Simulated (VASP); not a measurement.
# Mn (Im-3m) in VASP: notebook, part 2 of 2

VASP 6.6.1.

### Step 5. Single point, revPBE, collinear spin, ferromagnetic start (volume scaled by 1.08)

Input file INCAR:

```
  PREC = Accurate
  ENCUT = 500
  EDIFF = 1E-6
  ISMEAR = -1
  SIGMA = 0.05
  LREAL = F
  LASPH = T
  NELM = 200
  ALGO = Normal
  ISIF = 2
  LWAVE = F
  LCHARG = F
  ISPIN = 2
  MAGMOM = -0.899
  LORBIT = 11
  LMAXMIX = 4
  GGA = RE
  NBANDS = 16
  GGA_COMPAT = F
```

Input file KPOINTS:

```
Automatic mesh
0
Gamma
  18 18 18
```

Input file POSCAR:

```
Mn
1.0
   -1.4416046610      1.4416046610      1.4416046610
    1.4416046610     -1.4416046610      1.4416046610
    1.4416046610      1.4416046610     -1.4416046610
Mn
1
Direct
    0.0000000000      0.0000000000      0.0000000000
```

Potentials or basis: VASP PAW PBE potentials, release 64 (Mn_pv).

Launch:

```
$ cat potpaw_PBE.64/Mn_pv/POTCAR > POTCAR
$ mpirun -np 1 vasp_std > vasp.out
```

OUTCAR:

```text
PREC = Accurate
   ENCUT = 500
   EDIFF = 1E-6
   ISMEAR = -1
   LREAL = F
   LASPH = T
   NELM = 200
   ISIF = 2
   ISPIN = 2
   LORBIT = 11
   GGA = RE

 ion  position               nearest neighbor table
   1  0.000  0.000  0.000-

  LATTYP: Found a body centered cubic cell.
 ALAT       =     2.8832093220

  Lattice vectors:

 A1 = (  -1.4416046610,   1.4416046610,   1.4416046610)
 A2 = (   1.4416046610,  -1.4416046610,   1.4416046610)
 A3 = (   1.4416046610,   1.4416046610,  -1.4416046610)

Analysis of symmetry for initial positions (statically):
=====================================================================
 Subroutine PRICEL returns:
 Original cell was already a primitive cell.

 Routine SETGRP: Setting up the symmetry group for a
 body centered cubic supercell.

 Subroutine GETGRP returns: Found 48 space group operations
 (whereof 48 operations were pure point group operations)
 out of a pool of 48 trial point group operations.

The static configuration has the point symmetry O_h .

Analysis of symmetry for dynamics (positions and initial velocities):
[... 637 lines left out ...]
 spin component 2

 k-point     1 :       0.0000    0.0000    0.0000
  band No.  band energies     occupation
      1     -39.1604      1.00000
      2     -39.1604      1.00000
      3     -39.1604      1.00000
      4       1.2463      1.00000
      5       7.6650      1.00000
      6       7.6650      1.00000
[... 435 lines left out ...]
      5       6.5334      1.00000
      6       8.2633      1.00000
[... 8 lines left out ...]
     15      39.8428      0.00000
     16      40.6684      0.00000

 [... further k-points ...]

------------------------ aborting loop because EDIFF is reached ----------------------------------------

  FORCE on cell =-STRESS in cart. coord.  units (eV):
  Direction    XX          YY          ZZ          XY          YZ          ZX
  --------------------------------------------------------------------------------------
  -------------------------------------------------------------------------------------
  Total       -1.0784383     -1.0784383     -1.0784383      0.0000000      0.0000000     -0.0000000
  in kB     -144.1807775   -144.1807775   -144.1807775      0.0000000      0.0000000     -0.0000000
  external PRESSURE =    -144.1807775 kB  Pullay stress =       0.0000000 kB

 VOLUME and BASIS-vectors are now :
 -----------------------------------------------------------------------------
  energy-cutoff  :      500.00
  volume of cell :       11.98
      direct lattice vectors                 reciprocal lattice vectors
    -1.441604661  1.441604661  1.441604661     0.000000000  0.346835727  0.346835727
     1.441604661 -1.441604661  1.441604661     0.346835727  0.000000000  0.346835727
     1.441604661  1.441604661 -1.441604661     0.346835727  0.346835727  0.000000000

 POSITION                                       TOTAL-FORCE (eV/Angst)
 -----------------------------------------------------------------------------------
      0.00000      0.00000      0.00000         0.000000     -0.000000     -0.000000
 -----------------------------------------------------------------------------------
    total drift:                                0.000000      0.000000      0.000000

  FREE ENERGIE OF THE ION-ELECTRON SYSTEM (eV)
  ---------------------------------------------------
  free  energy   TOTEN  =        -8.4015154894 eV

  energy  without entropy=       -8.3827304957  energy(sigma->0) =       -8.39212299

 total charge

# of ion       s       p       d       tot
------------------------------------------
    1        0.377   6.338   5.061  11.776

 magnetization (x)

# of ion       s       p       d       tot
------------------------------------------
    1        0.006   0.017  -1.111  -1.087
```

stdout:

```text
POSCAR found type information on POSCAR Mn
 POSCAR found :  1 types and       1 ions
 scaLAPACK will be used
 -----------------------------------------------------------------------------
|                                                                             |
|                                                                             |
|     You enforced a specific xc type in the INCAR file but a different       |
|     I HOPE YOU KNOW WHAT YOU ARE DOING!                                     |
|                                                                             |
 -----------------------------------------------------------------------------

 LDA part: xc-table for (Slater+PW92), standard interpolation
 POSCAR, INCAR and KPOINTS ok, starting setup
 FFT: planning ... GRIDC
 FFT: planning ... GRID_SOFT
 FFT: planning ... GRID
 WAVECAR not read
 entering main loop
```

It took 84 s on 1 thread of Intel Xeon 8259CL, shared host; peak memory 0.17 GiB.

Results:

| Quantity | Value |
| --- | --- |
| Free energy | -8.4015 eV |
| Pressure | -14.4 GPa |
| Net moment | -1.08 μB per cell |
| Site moments | Mn -1.09 μB |
| Valence electrons inside the program's atomic spheres | Mn 11.78 |

Caveat: the PAW data sets were made with another functional, which shifts forces and pressure a little.

### Step 6. Single point, revPBE, collinear spin, ferromagnetic start (volume scaled by 1.12)

Input file INCAR:

```
SYSTEM = Mn
PREC     = Accurate       ! precision mode
ENCUT    = 500            ! plane-wave cutoff, eV
EDIFF    = 1E-6           ! SCF threshold, eV
ISMEAR   = -1             ! smearing method
SIGMA    = 0.05           ! smearing width, eV
LREAL    = .False.        ! projectors in reciprocal space
LASPH    = .True.         ! aspherical terms in the spheres
NELM     = 200            ! most SCF steps
ALGO     = Normal         ! electronic algorithm
ISIF     = 2              ! what is computed and relaxed
LWAVE    = .False.        ! write WAVECAR
LCHARG   = .True.         ! write CHGCAR
ISPIN    = 2              ! spin polarisation
MAGMOM   = -0.899         ! initial moments
LORBIT   = 11             ! projections on sites
LMAXMIX  = 4              ! l up to which the mixer works
GGA      = RE             ! functional
LELF     = .True.         ! ELF
LVHAR    = .True.       
NBANDS   = 16             ! bands
GGA_COMPAT= .False.
```

Input file KPOINTS:

```
Automatic mesh
0
Gamma
  18 18 18
  0 0 0
```

Input file POSCAR:

```
Mn
1.0
   -1.4591869384      1.4591869384      1.4591869384
    1.4591869384     -1.4591869384      1.4591869384
    1.4591869384      1.4591869384     -1.4591869384
Mn
1
Direct
    0.0000000000      0.0000000000      0.0000000000
```

Potentials or basis: VASP PAW PBE potentials, release 64 (Mn_pv).

Launch:

```
$ cat potpaw_PBE.64/Mn_pv/POTCAR > POTCAR
$ mpirun -np 1 vasp_std > vasp.out
```

OUTCAR:

```text
SYSTEM = Mn
   PREC = Accurate
   ENCUT = 500
   EDIFF = 1E-6
   ISMEAR = -1
   LREAL = .False.
   LASPH = .True.
   NELM = 200
   ISIF = 2
   ISPIN = 2
   LORBIT = 11
   GGA = RE

 ion  position               nearest neighbor table
   1  0.000  0.000  0.000-

  LATTYP: Found a body centered cubic cell.
 ALAT       =     2.9183738768

  Lattice vectors:

 A1 = (  -1.4591869384,   1.4591869384,   1.4591869384)
 A2 = (   1.4591869384,  -1.4591869384,   1.4591869384)
 A3 = (   1.4591869384,   1.4591869384,  -1.4591869384)

Analysis of symmetry for initial positions (statically):
=====================================================================
 Subroutine PRICEL returns:
 Original cell was already a primitive cell.

 Routine SETGRP: Setting up the symmetry group for a
 body centered cubic supercell.

 Subroutine GETGRP returns: Found 48 space group operations
 (whereof 48 operations were pure point group operations)
 out of a pool of 48 trial point group operations.

The static configuration has the point symmetry O_h .

Analysis of symmetry for dynamics (positions and initial velocities):
=====================================================================
 Subroutine PRICEL returns:
 Original cell was already a primitive cell.

 Routine SETGRP: Setting up the symmetry group for a
 body centered cubic supercell.

 Subroutine GETGRP returns: Found 48 space group operations
 (whereof 48 operations were pure point group operations)
 out of a pool of 48 trial point group operations.

The dynamic configuration has the point symmetry O_h .

Analysis of structural, dynamic, and magnetic symmetry:
=====================================================================
 Subroutine PRICEL returns:
 Original cell was already a primitive cell.

 Routine SETGRP: Setting up the symmetry group for a
 body centered cubic supercell.

 Subroutine GETGRP returns: Found 48 space group operations
 (whereof 48 operations were pure point group operations)
 out of a pool of 48 trial point group operations.

The overall configuration has the point symmetry O_h .

 Subroutine INISYM returns: Found 48 space group operations
 (whereof 48 operations are pure point group operations),
 and found     1 'primitive' translations

----------------------------------------------------------------------------------------

                                     Primitive cell

  volume of cell :      12.4278

  direct lattice vectors                    reciprocal lattice vectors
    -1.459186938  1.459186938  1.459186938     0.000000000  0.342656576  0.342656576
     1.459186938 -1.459186938  1.459186938     0.342656576  0.000000000  0.342656576
     1.459186938  1.459186938 -1.459186938     0.342656576  0.342656576  0.000000000

  length of vectors
     2.527385915  2.527385915  2.527385915     0.484589577  0.484589577  0.484589577

  position of ions in fractional coordinates (direct lattice)
     0.000000000  0.000000000  0.000000000

  ion indices of the primitive-cell ions
   primitive index   ion index
                 1           1

----------------------------------------------------------------------------------------

 KPOINTS: Automatic mesh

[... 52 lines left out ...]
   dimension x,y,z NGX =    18 NGY =   18 NGZ =   18
   dimension x,y,z NGXF=    36 NGYF=   36 NGZF=   36
   ions per type =               1
   NGX,Y,Z   is equivalent  to a cutoff of  11.84, 11.84, 11.84 a.u.
   NGXF,Y,Z  is equivalent  to a cutoff of  23.68, 23.68, 23.68 a.u.
 SYSTEM =  Mn
   PREC   = accura    normal or accurate (medium, high low for compatibility)
   ISTART =      0    job   : 0-new  1-cont  2-samecut
   ICHARG =      2    charge: 1-file 2-atom 10-const
   ISPIN  =      2    spin polarized calculation?
   LNONCOLLINEAR =      F non collinear calculations
   LSORBIT =      F    spin-orbit coupling
   LASPH  =      T    aspherical Exc in radial PAW
   ENCUT  =  500.0 eV  36.75 Ry    6.06 a.u.   4.61  4.61  4.61*2*pi/ulx,y,z
   NELM   =    200;   NELMIN=  2; NELMDL= -5     # of ELM steps
   EDIFF  = 0.1E-05   stopping-criterion for ELM
   LREAL  =      F    real-space projection
   EDIFFG = 0.1E-04   stopping-criterion for IOM
   NSW    =      0    number of steps for IOM
   IBRION =     -1    ionic relax: 0-MD 1-quasi-New 2-CG
   NFREE  =      0    steps in history (QN), initial steepest desc. (CG)
   ISIF   =      2    stress and relaxation
   ISYM   =      2    0-nonsym 1-usesym 2-fastsym
   POTIM  = 0.5000    time-step for ionic-motion
   TEBEG  =    0.0;   TEEND  =   0.0 temperature during run
   PSTRESS=    0.0 pullay stress
   NELECT =      13.0000    total number of electrons
   NUPDOWN=      -1.0000    fix difference up-down
   EMIN   =  10.00;   EMAX   =-10.00  energy-range for DOS
   EFERMI =   0.00;   METHOD = LEGACY
   ISMEAR =    -1;   SIGMA  =   0.05  broadening in eV -4-tet -1-fermi 0-gaus
   EFERMI_NEDOS =   21; number of points for ismear=-14 and -15
   IALGO  =     38    algorithm
   IMIX   =      4    mixing-type and parameters
     AMIX     =   0.40;   BMIX     =  1.00
     AMIX_MAG =   1.60;   BMIX_MAG =  1.00
  volume/ion in A,a.u.               =      12.43        83.87
  Fermi-wavevector in a.u.,A,eV,Ry     =   1.661849  3.140440 37.575804  2.761744
  Thomas-Fermi vector in A             =   2.748842
   LORBIT       =     11    0 simple, 1 ext, 2 COOP (PROOUT), +10 PAW based schemes
   GGA     = RE    functional components
   LHFCALC =     F    Hartree Fock is set to
   AEXX    =    0.0000 exact exchange contribution
   IVDW    =     0    specifies the selected vdW correction
   LEPSILON=     F    determine dielectric tensor
   LRPA    =     F    only Hartree local field effects (RPA)
 spin polarized calculation
  energy-cutoff  :      500.00
  volume of cell :       12.43
 maximum number of plane-waves:       329
   NGX =  9   NGY =  9   NGZ =  9

 number of electron      12.9999973 magnetization      -1.1243624

 Free energy of the ion-electron system (eV)
  ---------------------------------------------------
  ext. energy  EPLUGINS =         0.00000000
  ---------------------------------------------------
  free energy    TOTEN  =        -8.35444281 eV

  energy without entropy =       -8.33448599  energy(sigma->0) =       -8.34446440

 E-fermi :   8.7476     XC(G=0): -13.0590

 val. band max:        8.7405819123   @ k =   0.2222   0.0556   0.0000
 cond. band min:       8.7477232759   @ k =  -0.4444   0.4444   0.0556
 fundamental gap:      0.0071413636
 Fermi energy:         8.7475869075

 spin component 1

 k-point     1 :       0.0000    0.0000    0.0000
  band No.  band energies     occupation
      1     -38.3513      1.00000
      2     -38.3513      1.00000
      3     -38.3513      1.00000
      4       1.0681      1.00000
      5       8.1969      0.99998
      6       8.1969      0.99998
[... 435 lines left out ...]
      5       7.0169      1.00000
      6       8.4304      0.99825
[... 8 lines left out ...]
     15      39.1199      0.00000
     16      41.6210      0.00000

 [... further k-points ...]

 spin component 2

 k-point     1 :       0.0000    0.0000    0.0000
  band No.  band energies     occupation
      1     -39.6499      1.00000
      2     -39.6499      1.00000
      3     -39.6499      1.00000
      4       0.9601      1.00000
      5       7.2508      1.00000
      6       7.2508      1.00000
[... 435 lines left out ...]
      5       6.1798      1.00000
      6       7.8117      1.00000
[... 8 lines left out ...]
     15      38.9183      0.00000
     16      39.9520      0.00000

 [... further k-points ...]

------------------------ aborting loop because EDIFF is reached ----------------------------------------

  FORCE on cell =-STRESS in cart. coord.  units (eV):
  Direction    XX          YY          ZZ          XY          YZ          ZX
  --------------------------------------------------------------------------------------
  -------------------------------------------------------------------------------------
  Total       -1.5531284     -1.5531284     -1.5531284     -0.0000000     -0.0000000      0.0000000
  in kB     -200.2281605   -200.2281605   -200.2281605     -0.0000000     -0.0000000      0.0000000
  external PRESSURE =    -200.2281605 kB  Pullay stress =       0.0000000 kB

 VOLUME and BASIS-vectors are now :
 -----------------------------------------------------------------------------
  energy-cutoff  :      500.00
  volume of cell :       12.43
      direct lattice vectors                 reciprocal lattice vectors
    -1.459186938  1.459186938  1.459186938     0.000000000  0.342656576  0.342656576
     1.459186938 -1.459186938  1.459186938     0.342656576  0.000000000  0.342656576
     1.459186938  1.459186938 -1.459186938     0.342656576  0.342656576  0.000000000

 POSITION                                       TOTAL-FORCE (eV/Angst)
 -----------------------------------------------------------------------------------
      0.00000      0.00000      0.00000        -0.000000     -0.000000     -0.000000
 -----------------------------------------------------------------------------------
    total drift:                                0.000000      0.000000      0.000000

  FREE ENERGIE OF THE ION-ELECTRON SYSTEM (eV)
  ---------------------------------------------------
  free  energy   TOTEN  =        -8.3544428129 eV

  energy  without entropy=       -8.3344859883  energy(sigma->0) =       -8.34446440

 total charge

# of ion       s       p       d       tot
------------------------------------------
    1        0.365   6.317   5.038  11.720

 magnetization (x)

# of ion       s       p       d       tot
------------------------------------------
    1        0.007   0.019  -1.162  -1.137
```

It took 90 s on 1 thread of Intel Xeon 8259CL, shared host; peak memory 0.17 GiB.

Results:

* Free energy: -8.3544 eV
* Pressure: -20.0 GPa
* Net moment: -1.12 μB per cell
* Site moments: Mn -1.14 μB
* Valence electrons inside the program's atomic spheres: Mn 11.72

Levels at points of the mesh, in eV from the Fermi level:
Spin up:
```csv
k point,band 2,band 3,band 4,band 5,band 6,band 7,band 8,band 9,band 10,band 11
"(0.00, 0.00, 0.00)",-47.10,-47.10,-7.68,-0.55,-0.55,-0.55,1.33,1.33,22.64,22.64
"(0.50, 0.00, 0.00)",-47.26,-47.10,-3.61,-1.79,0.75,1.23,1.58,2.40,8.44,17.08
"(0.50, 0.50, 0.50)",-47.44,-47.44,-3.15,-3.15,2.10,2.10,2.10,9.76,9.76,9.76
```
Spin down:
| k point | band 4 | band 5 | band 6 | band 7 | band 8 | band 9 | band 10 | band 11 |
| --- | --- | --- | --- | --- | --- | --- | --- | --- |
| (0.00, 0.00, 0.00) | -7.79 | -1.50 | -1.50 | -1.50 | -0.12 | -0.12 | 22.75 | 22.75 |
| (0.50, 0.00, 0.00) | -4.26 | -2.64 | -0.09 | 0.09 | 0.68 | 1.30 | 7.73 | 17.03 |
| (0.50, 0.50, 0.50) | -4.11 | -4.11 | 1.02 | 1.02 | 1.02 | 9.61 | 9.61 | 9.61 |

Caveat: the PAW data sets were made with another functional, which shifts forces and pressure a little.

### Step 7. The runs side by side

| cell | gap on the mesh (eV) | pressure (GPa) | moment (μB) |
| --- | --- | --- | --- |
| a = 2.401 Å, angles 109.5°, 1 atom | none | 10.6 | 0.76 |
| a = 2.434 Å, angles 109.5°, 1 atom | none | 0.4 | 0.91 |
| a = 2.466 Å, angles 109.5°, 1 atom | none | -7.7 | 1.01 |
| a = 2.497 Å, angles 109.5°, 1 atom | none | -14.4 | 1.08 |
| a = 2.527 Å, angles 109.5°, 1 atom | none | -20.0 | 1.12 |

Alike in all rows: task single point; level revPBE; potentials or basis VASP PAW PBE potentials, release 64 (Mn_pv); spin collinear, ferromagnetic start; k mesh 18 × 18 × 18; cutoff (eV) 500; smearing fermi-dirac 0.05 eV.

Caveats: the PAW data sets were made with another functional, which shifts forces and pressure a little.

Total energies depend on the potentials used, so only differences within one code and one set of settings carry meaning.
